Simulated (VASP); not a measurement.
NdHf:

```
Nd Hf
1.0
     2.62314   -2.70251    0.00000
     2.62314    2.70251    0.00000
     0.00000    0.00000    3.77172
Nd Hf
1 1
Direct
  0.50000 0.50000 0.00000
  0.00000 0.00000 0.00000
```

The cell was generated, and may not be a known phase.

```yaml
Program: VASP 6.6.1
Task: relaxation of cell and atoms
Functional: PBE
Potentials_or_basis: VASP PAW PBE potentials, release 64 (Nd_3, Hf_pv), 4f in core
Cutoff: 500 eV
k_mesh: 5 × 5 × 5
Occupations: gaussian, width 0.2 eV
Spin: no spin polarisation
```

At the start: pressure 16.6 GPa; volume 26.74 Å³/atom.

**Question.** Where does the relaxation end?

**Answer.** Over 8 steps the energy falls by 936.9 meV/atom and the volume is 29.26 Å³/atom (+9.4 %); space group Cmmm (No. 65, to 0.1 Å) before, P4/mmm (No. 123, to 0.1 Å).

The path:
```csv
step,energy change (eV),largest force (eV/Å),pressure (GPa),volume (Å³)
1,0.0000,0.0000,16.58,53.48
2,-1.3640,0.0000,-7.32,75.45
3,-1.5333,0.0000,-3.97,68.19
4,-1.7930,0.0000,-2.44,62.27
5,-1.8723,0.0000,-0.04,58.49
6,-1.8728,0.0000,0.37,58.05
7,-1.8728,0.0000,0.17,58.26
8,-1.8739,0.0000,-0.01,58.52
```

Final structure:
```
CELL_PARAMETERS angstrom
3.10757 -3.10748 0.00000
3.10757 3.10748 0.00000
0.00000 0.00000 3.02983
ATOMIC_POSITIONS crystal
Nd 0.50000 0.50000 0.00000
Hf 0.00000 0.00000 0.00000
```

Caveat: a cell axis changed by over 15 % at a fixed basis, so the end point is rough.
